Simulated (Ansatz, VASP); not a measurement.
One calculation of Te2Mo, two programs

Contents of INCAR:

```
SYSTEM = Te2Mo
  PREC = Accurate
  ENCUT = 520
  EDIFF = 1E-7
  ISMEAR = -1
  SIGMA = 0.05
  LREAL = .False.
  LASPH = .True.
  NELM = 80
  ALGO = Normal
  ISIF = 2
  LWAVE = .False.
  LCHARG = .False.
  GGA = RE
  IVDW = 13
  NBANDS = 35
```

KPOINTS

```
regular mesh
0
Gamma
  4 8 1
  0 0 0
```

Contents of POSCAR:

```
Te2Mo
1.0
    6.4037401044      0.0000000000      0.0000000000
    0.0000000000      3.5034527586      0.0000000000
   -0.0863090623      0.0000000000     36.4154728842
Te Mo
4 2
Direct
    0.4292511000      0.7500000000      0.5407035800
    0.5707489000      0.2500000000      0.4592964200
    0.9208478700      0.2500000000      0.5565273200
    0.0791521300      0.7500000000      0.4434726800
    0.1813475600      0.2500000000      0.4974653700
    0.8186524400      0.7500000000      0.5025346300
```

input.yaml

```yaml
crystal:
  lattice:
    - [6.4037401044, 0.0, 0.0]
    - [0.0, 3.5034527586, 0.0]
    - [-0.0863090623, 0.0, 36.4154728842]
  atoms:
    - { symbol: Te, position: [0.4292511, 0.75, 0.54070358] }
    - { symbol: Te, position: [0.5707489, 0.25, 0.45929642] }
    - { symbol: Te, position: [0.92084787, 0.25, 0.55652732] }
    - { symbol: Te, position: [0.07915213, 0.75, 0.44347268] }
    - { symbol: Mo, position: [0.18134756, 0.25, 0.49746537] }
    - { symbol: Mo, position: [0.81865244, 0.75, 0.50253463] }
hamiltonian:
  xc: revpbe
  pseudopotentials: { kind: paw }
  dispersion: d4
kpoints:
  mp_grid: { grid: [4, 8, 1] }
scf:
  occupations: { method: fermi_dirac, width: 0.05 }
output:
  forces: true
  stress: true
  eigenvalues: true
  write_density: true
  write_potential: true
  elf: true
  volumetric_format: npy
```

Alike in both runs: task single point; functional revPBE; dispersion D4; k mesh 4 × 8 × 1; occupations fermi-dirac, width 0.05 eV; no spin polarisation.

|  | VASP | Ansatz |
| --- | --- | --- |
| version | VASP 6.6.1 | Ansatz 0.2.0 |
| potentials or method | VASP PAW PBE potentials, release 64 (Te, Mo_sv) | Ansatz PAW |
| plane-wave cutoff (eV) | 520 | 420 |
| valence electrons in the cell | 52 | 92 |

VASP gave:

- gap on the k mesh at the Fermi level (eV): none
- rms of the force components (eV/Å): 0.108

Which values does Ansatz return?

gap on the k mesh at the Fermi level (eV): none; rms of the force components (eV/Å): 0.109.

VASP's potentials were made for PBE, not for revPBE. Atom by atom the forces differ by 0.003 eV/Å (rms over components). A gap of «none» marks a metal or a gap that the smearing closes. VASP's potentials hold 52 valence electrons a cell and Ansatz's 92, so a difference there can come from the potentials and not from the codes.

Neither program's run includes spin-orbit coupling.
